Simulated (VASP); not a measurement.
Here is a VASP 6.6.1 calculation.

The input INCAR:

```
SYSTEM = Ir
PREC = Accurate
ENCUT = 520
EDIFF = 1E-6
ISMEAR = 0
SIGMA = 0.15
LREAL = .FALSE.
LASPH = .TRUE.
NELM = 60
ALGO = Fast
ISIF = 2
LWAVE = .FALSE.
LCHARG = .TRUE.
GGA = PS
LELF = .TRUE.
LVHAR = .TRUE.
NBANDS = 16
```

The input KPOINTS:

```
Automatic mesh
0
G
  18 18 12
  0 0 0
```

POSCAR

```
Ir
1.0
    2.7101072262      0.0000000000      0.0000000000
   -1.3550536131      2.3470217048      0.0000000000
    0.0000000000      0.0000000000      4.3953556500
Ir
2
Direct
    0.6666666667      0.3333333333      0.7500000000
    0.3333333333      0.6666666667      0.2500000000
```

Potentials or basis: VASP PAW PBE potentials, release 64 (Ir).

The run is started by

```sh
$ cat potpaw_PBE.64/Ir/POTCAR > POTCAR
$ mpirun -np 1 vasp_std > vasp.out
```

(1) Estimate the band gap on the k mesh.

(2) Predict the pressure.

Answers

(1) zero (band 9 reaches 11.59 eV, above the bottom of band 10 at 8.16 eV).

(2) 4.8 GPa.

Caveat: the cell differs from its parent crystal (strain -0.015 along x and y, -0.015 along z); the PAW data sets were made with another functional, which shifts forces and pressure a little; spin-orbit coupling is left out, which moves the levels of the heavy elements.
